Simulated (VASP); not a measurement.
# SrMg (Pm-3m) in VASP: a series of runs

Runs on SrMg. Level: LDA. Tasks: electric field gradients.

Everything below comes from runs of VASP 6.6.1. Logs are shortened: lines on timing, memory, paths and dates and some standing lists are left out, and cuts for length are marked.

### Step 1. The cell of the first run

Symmetry: Pm-3m, No. 221, cubic system. The conventional cell has a = 3.289 Å, b = 3.289 Å, c = 3.289 Å, α = 90.00°, β = 90.00°, γ = 90.00°. Sr (site symmetry m-3m) has 8 Mg at 2.85 Å and 6 Sr at 3.29 Å within 3.8 Å. Mg (site symmetry m-3m) has 8 Sr at 2.85 Å and 6 Mg at 3.29 Å within 3.8 Å.

### Step 2. Electric field gradients, LDA (17.80 Å³/atom)

INCAR

```
SYSTEM = SrMg
  PREC = Accurate
  ENCUT = 520
  EDIFF = 1E-8
  ISMEAR = -1
  SIGMA = 0.05
  LREAL = .False.
  LASPH = .True.
  NELM = 60
  ALGO = Normal
  ISIF = 2
  LWAVE = .False.
  LCHARG = .False.
  GGA = CA
  LEFG = .True.
  NBANDS = 13
```

KPOINTS

```
regular mesh
0
Gamma
  9 9 9
  0 0 0
```

POSCAR

```
SrMg
1.0
    3.2893873947      0.0000000000      0.0000000000
    0.0000000000      3.2893873947      0.0000000000
    0.0000000000      0.0000000000      3.2893873947
Sr Mg
1 1
Direct
    0.5000000000      0.5000000000      0.5000000000
    0.0000000000      0.0000000000      0.0000000000
```

Potentials or basis: VASP PAW LDA potentials, release 64 (Sr_sv, Mg).

On the command line:

```sh
$ cat potpaw_LDA.64/Sr_sv/POTCAR potpaw_LDA.64/Mg/POTCAR > POTCAR
$ mpirun -np 1 vasp_std > vasp.out
```

OUTCAR:

```text
SYSTEM = SrMg
   PREC = Accurate
   ENCUT = 520
   EDIFF = 1E-8
   ISMEAR = -1
   LREAL = .False.
   LASPH = .True.
   NELM = 60
   ISIF = 2
   GGA = CA

 ion  position               nearest neighbor table
   1  0.500  0.500  0.500-   2 2.85   2 2.85   2 2.85   2 2.85   2 2.85   2 2.85   2 2.85   2 2.85

   2  0.000  0.000  0.000-   1 2.85   1 2.85   1 2.85   1 2.85   1 2.85   1 2.85   1 2.85   1 2.85

  LATTYP: Found a simple cubic cell.
 ALAT       =     3.2893873947

  Lattice vectors:

 A1 = (   3.2893873947,   0.0000000000,   0.0000000000)
 A2 = (   0.0000000000,   3.2893873947,   0.0000000000)
 A3 = (   0.0000000000,   0.0000000000,   3.2893873947)

Analysis of symmetry for initial positions (statically):
=====================================================================
 Subroutine PRICEL returns:
 Original cell was already a primitive cell.

 Routine SETGRP: Setting up the symmetry group for a
 simple cubic supercell.

 Subroutine GETGRP returns: Found 48 space group operations
 (whereof 48 operations were pure point group operations)
 out of a pool of 48 trial point group operations.

The static configuration has the point symmetry O_h .

Analysis of symmetry for dynamics (positions and initial velocities):
=====================================================================
 Subroutine PRICEL returns:
 Original cell was already a primitive cell.

 Routine SETGRP: Setting up the symmetry group for a
 simple cubic supercell.

 Subroutine GETGRP returns: Found 48 space group operations
 (whereof 48 operations were pure point group operations)
 out of a pool of 48 trial point group operations.

The dynamic configuration has the point symmetry O_h .

 Subroutine INISYM returns: Found 48 space group operations
 (whereof 48 operations are pure point group operations),
 and found     1 'primitive' translations

----------------------------------------------------------------------------------------

                                     Primitive cell

  volume of cell :      35.5914

  direct lattice vectors                    reciprocal lattice vectors
     3.289387395  0.000000000  0.000000000     0.304007975  0.000000000  0.000000000
     0.000000000  3.289387395  0.000000000     0.000000000  0.304007975  0.000000000
     0.000000000  0.000000000  3.289387395     0.000000000  0.000000000  0.304007975

  length of vectors
     3.289387395  3.289387395  3.289387395     0.304007975  0.304007975  0.304007975

  position of ions in fractional coordinates (direct lattice)
     0.500000000  0.500000000  0.500000000
     0.000000000  0.000000000  0.000000000

  ion indices of the primitive-cell ions
   primitive index   ion index
                 1           1
                 2           2

----------------------------------------------------------------------------------------

 KPOINTS: regular mesh

Automatic generation of k-mesh.
 Grid dimensions read from file:
 generate k-points for:    9    9    9

 Generating k-lattice:

  Cartesian coordinates                     Fractional coordinates (reciprocal lattice)
     0.033778664  0.000000000  0.000000000     0.111111111  0.000000000  0.000000000
     0.000000000  0.033778664  0.000000000     0.000000000  0.111111111  0.000000000
     0.000000000  0.000000000  0.033778664     0.000000000  0.000000000  0.111111111

  Length of vectors
     0.033778664  0.033778664  0.033778664

  Shift w.r.t. Gamma in fractional coordinates (k-lattice)
     0.000000000  0.000000000  0.000000000

 Subroutine IBZKPT returns following result:
 ===========================================

 Found     35 irreducible k-points:

 Following reciprocal coordinates:
            Coordinates               Weight
  0.000000  0.000000  0.000000      1.000000
  0.111111  0.000000  0.000000      6.000000
  0.222222  0.000000  0.000000      6.000000
  0.333333  0.000000  0.000000      6.000000
  0.444444  0.000000  0.000000      6.000000
  0.111111  0.111111  0.000000     12.000000
[... 16 lines left out ...]
  0.333333  0.333333  0.111111     24.000000
  0.444444  0.333333  0.111111     48.000000
 [... further k-points ...]
   k-points           NKPTS =     35   k-points in BZ     NKDIM =     35   number of bands    NBANDS=     13
   number of dos      NEDOS =    301   number of ions     NIONS =      2
   total plane-waves  NPLWV =  13824
   dimension x,y,z NGX =    24 NGY =   24 NGZ =   24
   dimension x,y,z NGXF=    48 NGYF=   48 NGZF=   48
   ions per type =               1   1
   NGX,Y,Z   is equivalent  to a cutoff of  12.13, 12.13, 12.13 a.u.
   NGXF,Y,Z  is equivalent  to a cutoff of  24.26, 24.26, 24.26 a.u.
 SYSTEM =  SrMg
   PREC   = accura    normal or accurate (medium, high low for compatibility)
   ISTART =      0    job   : 0-new  1-cont  2-samecut
   ICHARG =      2    charge: 1-file 2-atom 10-const
   ISPIN  =      1    spin polarized calculation?
   LNONCOLLINEAR =      F non collinear calculations
   LSORBIT =      F    spin-orbit coupling
   LASPH  =      T    aspherical Exc in radial PAW
   ENCUT  =  520.0 eV  38.22 Ry    6.18 a.u.   6.12  6.12  6.12*2*pi/ulx,y,z
   NELM   =     60;   NELMIN=  2; NELMDL= -5     # of ELM steps
   EDIFF  = 0.1E-07   stopping-criterion for ELM
   LREAL  =      F    real-space projection
   EDIFFG = 0.1E-06   stopping-criterion for IOM
   NSW    =      0    number of steps for IOM
   IBRION =     -1    ionic relax: 0-MD 1-quasi-New 2-CG
   NFREE  =      0    steps in history (QN), initial steepest desc. (CG)
   ISIF   =      2    stress and relaxation
   ISYM   =      2    0-nonsym 1-usesym 2-fastsym
   POTIM  = 0.5000    time-step for ionic-motion
   TEBEG  =    0.0;   TEEND  =   0.0 temperature during run
   PSTRESS=    0.0 pullay stress
   NELECT =      12.0000    total number of electrons
   NUPDOWN=      -1.0000    fix difference up-down
   EMIN   =  10.00;   EMAX   =-10.00  energy-range for DOS
   EFERMI =   0.00;   METHOD = LEGACY
   ISMEAR =    -1;   SIGMA  =   0.05  broadening in eV -4-tet -1-fermi 0-gaus
   EFERMI_NEDOS =   21; number of points for ismear=-14 and -15
   IALGO  =     38    algorithm
   IMIX   =      4    mixing-type and parameters
     AMIX     =   0.40;   BMIX     =  1.00
     AMIX_MAG =   1.60;   BMIX_MAG =  1.00
  volume/ion in A,a.u.               =      17.80       120.09
  Fermi-wavevector in a.u.,A,eV,Ry     =   1.139428  2.153207 17.664392  1.298296
  Thomas-Fermi vector in A             =   2.276131
   LORBIT       =      0    0 simple, 1 ext, 2 COOP (PROOUT), +10 PAW based schemes
   GGA     = CA    functional components
   LHFCALC =     F    Hartree Fock is set to
   AEXX    =    0.0000 exact exchange contribution
   IVDW    =     0    specifies the selected vdW correction
   LEPSILON=     F    determine dielectric tensor
   LRPA    =     F    only Hartree local field effects (RPA)
 non-spin polarized calculation
  energy-cutoff  :      520.00
  volume of cell :       35.59
 maximum number of plane-waves:       973
   NGX = 13   NGY = 13   NGZ = 13

 number of electron      12.0000000 magnetization

 Free energy of the ion-electron system (eV)
  ---------------------------------------------------
  ext. energy  EPLUGINS =         0.00000000
  ---------------------------------------------------
  free energy    TOTEN  =        -1.24369797 eV

  energy without entropy =       -1.23281079  energy(sigma->0) =       -1.23825438

 E-fermi :   5.4710     XC(G=0): -10.8588

 val. band max:        5.3985431057   @ k =   0.1111   0.1111   0.0000
 cond. band min:       5.4752091090   @ k =   0.1111   0.1111   0.0000
 fundamental gap:      0.0766660033
 Fermi energy:         5.4710492737

 k-point     1 :       0.0000    0.0000    0.0000
  band No.  band energies     occupation
      1     -29.3545      2.00000
      2     -11.1195      2.00000
      3     -11.1195      2.00000
      4     -11.1195      2.00000
      5      -0.5095      2.00000
      6       5.1333      1.99767
      7       5.1333      1.99767
      8      12.4347      0.00000
      9      12.4347      0.00000
     10      12.4347      0.00000
     11      13.0044      0.00000
     12      13.0044      0.00000
     13      13.0044      0.00000
[... 353 lines left out ...]
 k-point    24 :       0.4444    0.3333    0.1111
  band No.  band energies     occupation
      1     -29.1028      2.00000
      2     -12.2562      2.00000
      3     -11.9386      2.00000
      4     -11.0406      2.00000
      5       2.6650      2.00000
      6       5.0894      1.99903
      7       6.4135      0.00000
      8       7.7517      0.00000
      9       9.7537      0.00000
     10       9.9526      0.00000
     11      14.7386      0.00000
     12      14.9199      0.00000
     13      15.8132      0.00000

 [... further k-points ...]

------------------------ aborting loop because EDIFF is reached ----------------------------------------

  FORCE on cell =-STRESS in cart. coord.  units (eV):
  Direction    XX          YY          ZZ          XY          YZ          ZX
  --------------------------------------------------------------------------------------
  -------------------------------------------------------------------------------------
  Total        9.7757134      9.7757134      9.7757134     -0.0000000     -0.0000000     -0.0000000
  in kB      440.0621042    440.0621042    440.0621042     -0.0000000     -0.0000000     -0.0000000
  external PRESSURE =     440.0621042 kB  Pullay stress =       0.0000000 kB

 VOLUME and BASIS-vectors are now :
 -----------------------------------------------------------------------------
  energy-cutoff  :      520.00
  volume of cell :       35.59
      direct lattice vectors                 reciprocal lattice vectors
     3.289387395  0.000000000  0.000000000     0.304007975  0.000000000  0.000000000
     0.000000000  3.289387395  0.000000000     0.000000000  0.304007975  0.000000000
     0.000000000  0.000000000  3.289387395     0.000000000  0.000000000  0.304007975

 POSITION                                       TOTAL-FORCE (eV/Angst)
 -----------------------------------------------------------------------------------
      1.64469      1.64469      1.64469         0.000000      0.000000      0.000000
      0.00000      0.00000      0.00000         0.000000      0.000000      0.000000
 -----------------------------------------------------------------------------------
    total drift:                                0.000000     -0.000000     -0.000000

  FREE ENERGIE OF THE ION-ELECTRON SYSTEM (eV)
  ---------------------------------------------------
  free  energy   TOTEN  =        -1.2436979694 eV

  energy  without entropy=       -1.2328107878  energy(sigma->0) =       -1.23825438

 Electric field gradients (V/A^2)
---------------------------------------------------------------------
 ion       V_xx      V_yy      V_zz      V_xy      V_xz      V_yz
---------------------------------------------------------------------
   1      -0.000    -0.000     0.000    -0.000    -0.000    -0.000
   2      -0.000     0.000     0.000    -0.000    -0.000     0.000
---------------------------------------------------------------------

 Electric field gradients after diagonalization (V/A^2)
 (convention: |V_zz| > |V_xx| > |V_yy|)
----------------------------------------------------------------------
 ion       V_xx      V_yy      V_zz     asymmetry (V_yy - V_xx)/ V_zz
----------------------------------------------------------------------
   1      -0.000    -0.000     0.000       0.831
   2       0.000    -0.000     0.000      -0.529
----------------------------------------------------------------------

           NMR quadrupolar parameters

 Cq : quadrupolar parameter    Cq=e*Q*V_zz/h
 eta: asymmetry parameters     (V_yy - V_xx)/ V_zz
 Q  : nuclear electric quadrupole moment in mb (millibarn)
----------------------------------------------------------------------
 ion       Cq(MHz)       eta       Q (mb)
----------------------------------------------------------------------
   1       0.000       0.831       1.000
   2       0.000      -0.529       1.000
----------------------------------------------------------------------
```

Wall time 19 s (1 thread of Intel Xeon 8259CL, shared host); peak memory 0.14 GiB.

Results:

```
Free energy                             : -1.2437 eV
Pressure                                : 44.0 GPa
Band gap on the k mesh                  : zero (bands 6 and 7 overlap by 2.32 eV)
Largest electric field gradient by atom : under 0.05 V/Å² on every atom
```

Levels at points of the mesh, in eV from the Fermi level:
| k point | band 4 | band 5 | band 6 | band 7 | band 8 | band 9 |
| --- | --- | --- | --- | --- | --- | --- |
| (0.00, 0.00, 0.00) | -16.59 | -5.98 | -0.34 | -0.34 | 6.96 | 6.96 |

Caveat: the cell stands under pressure.

### Step 3. Electric field gradients, LDA (20.76 Å³/atom)

This run uses another cell than the first one, of 20.76 Å³/atom.

INCAR

```
SYSTEM = SrMg
PREC = Accurate ; ENCUT = 520
EDIFF = 1E-8 ; ISMEAR = -1
SIGMA = 0.05 ; LREAL = .FALSE.
LASPH = .TRUE. ; NELM = 80
ALGO = Normal ; ISIF = 2
LWAVE = .FALSE. ; LCHARG = .FALSE.
GGA = CA ; LEFG = .TRUE.
NBANDS = 13
```

KPOINTS

```
Automatic mesh
0
G
  9 9 9
  0 0 0
```

POSCAR

```
SrMg
1.0
    3.4628256068      0.0000000000      0.0000000000
    0.0000000000      3.4628256068      0.0000000000
    0.0000000000      0.0000000000      3.4628256068
Sr Mg
1 1
Direct
    0.5000000000      0.5000000000      0.5000000000
    0.0000000000      0.0000000000      0.0000000000
```

Potentials or basis: VASP PAW LDA potentials, release 64 (Sr_sv, Mg).

On the command line:

```sh
$ cat potpaw_LDA.64/Sr_sv/POTCAR potpaw_LDA.64/Mg/POTCAR > POTCAR
$ mpirun -np 1 vasp_std > vasp.out
```

OUTCAR:

```text
SYSTEM = SrMg
   PREC = Accurate
   ENCUT = 520
   EDIFF = 1E-8
   ISMEAR = -1
   LREAL = .FALSE.
   LASPH = .TRUE.
   NELM = 80
   ISIF = 2
   GGA = CA

 ion  position               nearest neighbor table
   1  0.500  0.500  0.500-   2 3.00   2 3.00   2 3.00   2 3.00   2 3.00   2 3.00   2 3.00   2 3.00

   2  0.000  0.000  0.000-   1 3.00   1 3.00   1 3.00   1 3.00   1 3.00   1 3.00   1 3.00   1 3.00

  LATTYP: Found a simple cubic cell.
 ALAT       =     3.4628256068

  Lattice vectors:

 A1 = (   3.4628256068,   0.0000000000,   0.0000000000)
[... 598 lines left out ...]
  free  energy   TOTEN  =        -2.5073875939 eV

  energy  without entropy=       -2.4965573146  energy(sigma->0) =       -2.50197245

 Electric field gradients (V/A^2)
---------------------------------------------------------------------
 ion       V_xx      V_yy      V_zz      V_xy      V_xz      V_yz
---------------------------------------------------------------------
   1      -0.000    -0.000    -0.000    -0.000     0.000    -0.000
   2       0.000     0.000    -0.000     0.000    -0.000     0.000
---------------------------------------------------------------------

 Electric field gradients after diagonalization (V/A^2)
 (convention: |V_zz| > |V_xx| > |V_yy|)
----------------------------------------------------------------------
 ion       V_xx      V_yy      V_zz     asymmetry (V_yy - V_xx)/ V_zz
----------------------------------------------------------------------
   1      -0.000    -0.000    -0.000      -0.646
   2       0.000    -0.000     0.000      -1.138
----------------------------------------------------------------------

           NMR quadrupolar parameters

 Cq : quadrupolar parameter    Cq=e*Q*V_zz/h
 eta: asymmetry parameters     (V_yy - V_xx)/ V_zz
 Q  : nuclear electric quadrupole moment in mb (millibarn)
----------------------------------------------------------------------
 ion       Cq(MHz)       eta       Q (mb)
----------------------------------------------------------------------
   1      -0.000      -0.646       1.000
   2       0.000      -1.138       1.000
----------------------------------------------------------------------
```

OSZICAR:

```text
N       E                     dE             d eps       ncg     rms          rms(c)
DAV:   1     0.445161663684E+02    0.44516E+02   -0.60890E+03   966   0.821E+02
DAV:   2    -0.481473721797E+00   -0.44998E+02   -0.43543E+02  1182   0.169E+02
DAV:   3    -0.245289119251E+01   -0.19714E+01   -0.19540E+01  1275   0.288E+01
DAV:   4    -0.258324290988E+01   -0.13035E+00   -0.13032E+00  1205   0.437E+00
DAV:   5    -0.258422224081E+01   -0.97933E-03   -0.97932E-03  1280   0.413E-01    0.266E+01
DAV:   6    -0.253441678220E+01    0.49805E-01   -0.14126E-02  1408   0.770E-01    0.156E+01
DAV:   7    -0.250726842536E+01    0.27148E-01   -0.28433E-02  1496   0.102E+00    0.195E-01
DAV:   8    -0.250739085379E+01   -0.12243E-03   -0.31957E-04  1130   0.166E-01    0.667E-02
DAV:   9    -0.250738769133E+01    0.31625E-05   -0.32706E-05  1237   0.522E-02    0.199E-02
DAV:  10    -0.250738748083E+01    0.21050E-06   -0.24596E-06  1442   0.970E-03    0.697E-03
DAV:  11    -0.250738759503E+01   -0.11420E-06   -0.29453E-07  1436   0.400E-03    0.172E-03
DAV:  12    -0.250738759386E+01    0.11642E-08   -0.24930E-08  1020   0.157E-03
   1 F= -.25073876E+01 E0= -.25019725E+01  d E =-.108303E-01
```

stdout:

```text
POSCAR found type information on POSCAR SrMg
 POSCAR found :  2 types and       2 ions
 scaLAPACK will be used
 LDA part: xc-table for (Slater(with rela. corr.)+CA(PZ))
 , standard interpolation
 POSCAR, INCAR and KPOINTS ok, starting setup
 FFT: planning ... GRIDC
 FFT: planning ... GRID_SOFT
 FFT: planning ... GRID
 WAVECAR not read
 entering main loop
ion   1

ion   2
```

Run time: 33 s. Hardware: 1 thread of Intel Xeon 8259CL, shared host; peak memory 0.15 GiB.

Results:

```
Free energy                             : -2.5074 eV
Pressure                                : 25.9 GPa
Band gap on the k mesh                  : zero (bands 6 and 7 overlap by 1.92 eV)
Largest electric field gradient by atom : under 0.05 V/Å² on every atom
```

Levels at points of the mesh, in eV from the Fermi level:
```tsv
k point	band 3	band 4	band 5	band 6	band 7	band 8	band 9	band 10
(0.00, 0.00, 0.00)	-16.86	-16.86	-5.91	-0.02	-0.02	6.30	6.30	6.30
```

Caveat: the cell stands under pressure.

[end of part 1 of 2]

The gap in the log of VASP goes by the Fermi energy; the results here count the filled bands.